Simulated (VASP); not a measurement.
Here is a VASP 6.6.1 calculation.

Contents of INCAR:

```
PREC = Accurate
ENCUT = 520
EDIFF = 1E-6
ISMEAR = 0
SIGMA = 0.15
LREAL = False
LASPH = True
NELM = 100
ALGO = Fast
ISIF = 2
LWAVE = False
LCHARG = False
GGA = PS
NBANDS = 12
```

The input KPOINTS:

```
regular mesh
0
Gamma
  22 22 22
```

File POSCAR:

```
Ag
1.0
    0.0000000000      2.0431000000      2.0431000000
    2.0431000000      0.0000000000      2.0431000000
    2.0431000000      2.0431000000      0.0000000000
Ag
1
Direct
    0.0000000000      0.0000000000      0.0000000000
```

Potentials or basis: VASP PAW PBE potentials, release 64 (Ag).

Launch:

```sh
$ cat potpaw_PBE.64/Ag/POTCAR > POTCAR
$ mpirun -np 1 vasp_std > vasp.out
```

Task: Estimate the pressure.

Result: -2.7 GPa.

Caveat: the PAW data sets were made with another functional, which shifts forces and pressure a little.
